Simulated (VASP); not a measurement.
The system is MgSI.

```
Mg S I
1.0
     3.46232    0.00000    0.00000
     0.00000    3.46232    0.00000
     0.00000    0.00000    8.89739
Mg S I
1 1 1
Direct
  0.50000 0.50000 0.00000
  0.00000 0.00000 0.00000
  0.00000 0.00000 0.50000
```

| Quantity | Value |
| --- | --- |
| Program | VASP 6.6.1 |
| Task | relaxation of cell and atoms |
| Functional | PBE |
| Potentials or basis | VASP PAW PBE potentials, release 64 (Mg, S, I) |
| Cutoff | 600 eV |
| k mesh | 14 × 14 × 6 |
| Occupations | gaussian, width 0.1 eV |
| Spin | no spin polarisation |

At the start: pressure -0.2 GPa; volume 35.55 Å³/atom.

Task: Where does the relaxation end?

Result: Over 7 steps the energy falls by 3.9 meV/atom and the volume is 38.81 Å³/atom (+9.2 %); space group P4/mmm (No. 123, to 0.05 Å).

The path:
```tsv
step	energy change (eV)	largest force (eV/Å)	pressure (GPa)	volume (Å³)
1	0.0000	0.0000	-0.18	106.66
2	-0.0017	0.0000	0.22	106.03
3	-0.0017	0.0000	0.19	106.07
4	-0.0026	0.0000	0.19	106.54
5	-0.0051	0.0000	0.15	107.95
6	-0.0086	0.0000	0.10	110.78
7	-0.0117	0.0000	0.03	116.44
```

Final structure:
```yaml
crystal:
  lattice:
    - [3.44693, 0.00000, 0.00000]
    - [0.00000, 3.44693, 0.00000]
    - [0.00000, 0.00000, 9.80017]
  atoms:
    - { symbol: Mg, position: [0.50000, 0.50000, 0.00000] }
    - { symbol: S, position: [0.00000, 0.00000, 0.00000] }
    - { symbol: I, position: [0.00000, 0.00000, 0.50000] }
```

Caveat: this functional lacks dispersion, which binds the layers, so the pressure and a relaxed spacing across them are unreliable; an odd number of electrons without spin polarisation forces a metal; a magnetic or distorted state may lie lower.
